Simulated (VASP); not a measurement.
# Ge (Cmmm) in VASP: further runs, part 2 of 2

VASP 6.6.1.

## Step 3: Relaxation of cell and atoms, BLYP

INCAR

```
PREC = Accurate ; ENCUT = 600
EDIFF = 1E-6 ; ISMEAR = -1
SIGMA = 0.05 ; LREAL = False
LASPH = True ; NELM = 100
ALGO = Normal ; ISIF = 3
LWAVE = False ; LCHARG = False
GGA = B5 ; ALDAX = 1.0
AGGAX = 1.0 ; AGGAC = 1.0
ALDAC = 0.0 ; IBRION = 2
NSW = 60 ; EDIFFG = -0.01
```

KPOINTS

```
regular mesh
0
Gamma
  11 11 10
```

POSCAR

```
Ge
1.0
    1.3971490000     -2.6005160000      0.0000000000
    1.3971490000      2.6005160000      0.0000000000
    0.0000000000      0.0000000000      2.6982310000
Ge
1
Direct
    0.5000000000      0.5000000000      0.0000000000
```

Potentials or basis: VASP PAW PBE potentials, release 64 (Ge_d).

Command:

```bash
cat potpaw_PBE.64/Ge_d/POTCAR > POTCAR
mpirun -np 1 vasp_std > vasp.out
```

OUTCAR:

```text
PREC = Accurate
   ENCUT = 600
   EDIFF = 1E-6
   ISMEAR = -1
   LREAL = False
   LASPH = True
   NELM = 100
   ISIF = 3
   GGA = B5
   IBRION = 2
   NSW = 60
   EDIFFG = -0.01

 ion  position               nearest neighbor table
   1  0.500  0.500  0.000-

  LATTYP: Found a base centered orthorhombic cell.
 ALAT       =     2.7942980000
 B/A-ratio  =     1.8613018368
 C/A-ratio  =     0.9656203454

  Lattice vectors:

 A1 = (   1.3971490000,  -2.6005160000,   0.0000000000)
 A2 = (   1.3971490000,   2.6005160000,   0.0000000000)
 A3 = (   0.0000000000,   0.0000000000,   2.6982310000)

Analysis of symmetry for initial positions (statically):
=====================================================================
[... 617 lines left out ...]

[... ionic steps 4 to 14 ...]

--------------------------------------- Ionic step       15  -------------------------------------------

 number of electron      14.0000001 magnetization

------------------------ aborting loop because EDIFF is reached ----------------------------------------
[... 65 lines left out ...]
--------------------------------------- Ionic step       17  -------------------------------------------

 number of electron      14.0000001 magnetization

 Free energy of the ion-electron system (eV)
  ---------------------------------------------------
  ext. energy  EPLUGINS =         0.00000000
  ---------------------------------------------------
  free energy    TOTEN  =        -3.45126700 eV

  energy without entropy =       -3.44741483  energy(sigma->0) =       -3.44934092

 E-fermi :   5.6897     XC(G=0):  -9.9680

 val. band max:        5.6628524157   @ k =  -0.3636   0.1818   0.3000
 cond. band min:       5.7039933754   @ k =   0.2727   0.2727   0.4000
 fundamental gap:      0.0411409598
 Fermi energy:         5.6897008498

 k-point     1 :       0.0000    0.0000    0.0000
  band No.  band energies     occupation
      1     -18.9154      2.00000
      2     -18.8816      2.00000
      3     -18.8811      2.00000
      4     -18.7587      2.00000
      5     -18.7585      2.00000
      6      -6.4142      2.00000
      7      11.4772      0.00000
      8      12.9369      0.00000
      9      12.9499      0.00000
     10      15.5075      0.00000
     11      19.3540      0.00000
[... 350 lines left out ...]
  FREE ENERGIE OF THE ION-ELECTRON SYSTEM (eV)
  ---------------------------------------------------
  free  energy   TOTEN  =        -3.4512670037 eV

  energy  without entropy=       -3.4474148298  energy(sigma->0) =       -3.44934092

 reached required accuracy - stopping structural energy minimisation
```

OSZICAR:

```text
N       E                     dE             d eps       ncg     rms          rms(c)
DAV:   1     0.573453543871E+02    0.57345E+02   -0.81993E+03  4878   0.377E+03
DAV:   2     0.124140281259E+01   -0.56104E+02   -0.54081E+02  4859   0.394E+02
[... 117 lines left out ...]
  16 F= -.34512279E+01 E0= -.34492905E+01  d E =0.432258E-04
       N       E                     dE             d eps       ncg     rms          rms(c)
DAV:   1    -0.345221346578E+01   -0.98537E-03   -0.12401E-02  5688   0.262E+00    0.179E-01
DAV:   2    -0.345150465301E+01    0.70881E-03   -0.92969E-04  5472   0.730E-01    0.900E-02
DAV:   3    -0.345128015987E+01    0.22449E-03   -0.34168E-04  5638   0.386E-01    0.166E-02
DAV:   4    -0.345126692759E+01    0.13232E-04   -0.27800E-05  5433   0.126E-01    0.475E-03
DAV:   5    -0.345126700368E+01   -0.76089E-07   -0.44746E-07  2880   0.850E-03
  17 F= -.34512670E+01 E0= -.34493409E+01  d E =0.413428E-05
```

CONTCAR:

```text
Ge
   1.00000000000000
     1.4873652751845612   -2.5741147107958366    0.0000000000000000
     1.4873652751845612    2.5741147107958366    0.0000000000000000
     0.0000000000000000    0.0000000000000000    2.8105583460537149
  Ge
     1
Direct
     0.5000000000000000    0.5000000000000000    0.0000000000000000

  0.00000000E+00  0.00000000E+00  0.00000000E+00
```

It took 7.5 min on 1 thread of Intel Xeon 8259CL, shared host; peak memory 0.19 GiB.

What came out:

* Free energy: -3.4513 eV
* Relaxed volume: 21.52 Å³/atom
* Relaxed cell: a = 2.973 Å, b = 2.973 Å, c = 2.811 Å, α = 90.00°, β = 90.00°, γ = 119.96°
* Space group after relaxing (to 0.1 Å): P6/mmm (No. 191)
* Energy gained by relaxing: 36.4 meV/atom
* Ionic steps: 17
* Pressure after relaxing: 0.0 GPa
* Band gap on the k mesh: zero (bands 7 and 8 overlap by 7.60 eV)

Step by step:
```
step  energy change (eV)  largest force (eV/Å)  pressure (GPa)  volume (Å³)
   1              0.0000                0.0000            5.49        19.61
   2             -0.0335                0.0000           -0.13        21.58
   3             -0.0335                0.0000           -0.26        21.60
   4             -0.0347                0.0000           -0.39        21.56
   5             -0.0359                0.0000            0.05        21.48
   6             -0.0357                0.0000            0.38        21.32
   7             -0.0364                0.0000            0.15        21.42
   8             -0.0364                0.0000            0.10        21.40
   9             -0.0364                0.0000            0.21        21.40
  10             -0.0364                0.0000            0.19        21.41
  11             -0.0364                0.0000           -0.18        21.54
  12             -0.0365                0.0000            0.18        21.49
  13             -0.0364                0.0000           -0.14        21.51
  14             -0.0364                0.0000           -0.04        21.50
  15             -0.0364                0.0000            0.13        21.50
  16             -0.0364                0.0000           -0.34        21.57
  17             -0.0364                0.0000           -0.01        21.52
```

Final structure:
```yaml
crystal:
  lattice:
    - [1.48737, -2.57411, 0.00000]
    - [1.48737, 2.57411, 0.00000]
    - [0.00000, 0.00000, 2.81056]
  atoms:
    - { symbol: Ge, position: [0.50000, 0.50000, 0.00000] }
```

Caveat: the PAW data sets were made with another functional, which shifts forces and pressure a little.

## Step 4: Single point, PBEsol, non-collinear spin, zero start, spin-orbit coupling

INCAR

```
  PREC = Accurate
  ENCUT = 520
  EDIFF = 1E-6
  ISMEAR = -1
  SIGMA = 0.05
  LREAL = False
  LASPH = True
  NELM = 150
  ALGO = Normal
  ISIF = 2
  LWAVE = False
  LCHARG = False
  MAGMOM = 0 0 0
  LORBIT = 11
  LSORBIT = True
  GGA_COMPAT = False
  LORBMOM = True
  GGA = PS
  NBANDS = 25
```

KPOINTS

```
regular mesh
0
Gamma
  8 8 7
```

POSCAR is that of step 3.

Command:

```bash
cat potpaw_PBE.64/Ge_d/POTCAR > POTCAR
mpirun -np 1 vasp_ncl > vasp.out
```

Run time: 92 s. Hardware: 1 thread of Intel Xeon 8259CL, shared host; peak memory 0.22 GiB.

It converged, with:

| Property | Result |
| --- | --- |
| Free energy | -4.7341 eV |
| Pressure | -4.5 GPa |
| Net moment | 0.00 μB per cell |
| Valence electrons inside the program's atomic spheres | Ge 12.21 |

Stress tensor (GPa, compression positive):
```
-2.94  0.00  0.00
 0.00 -7.01  0.00
 0.00  0.00 -3.43
```

Moments on the atoms (μB; x, y, z):
```
Ge  0.00 0.00 0.00
```

Caveat: the cell stands under tension; the PAW data sets were made with another functional, which shifts forces and pressure a little.

## Step 5: Summary

```csv
task,level,spin,cell,k mesh,cutoff (eV),gap on the mesh (eV),pressure (GPa),relaxed volume (Å³/atom)
relaxation of cell and atoms,revPBE,off,relaxed,11 × 11 × 10,600,none,0.0,19.78
relaxation of cell and atoms,BLYP,off,relaxed,11 × 11 × 10,600,none,0.0,21.52
single point,PBEsol,"non-collinear, zero start, SOC",as given,8 × 8 × 7,520,-,-4.5,-
```

Alike in all rows: potentials or basis VASP PAW PBE potentials, release 64 (Ge_d); smearing fermi-dirac 0.05 eV.

Caveats: the PAW data sets were made with another functional, which shifts forces and pressure a little; the cell stands under tension (at least some runs).

Total energies depend on the potentials used, so only differences within one code and one set of settings carry meaning.

The gap in the log of VASP goes by the Fermi energy; the results here count the filled bands.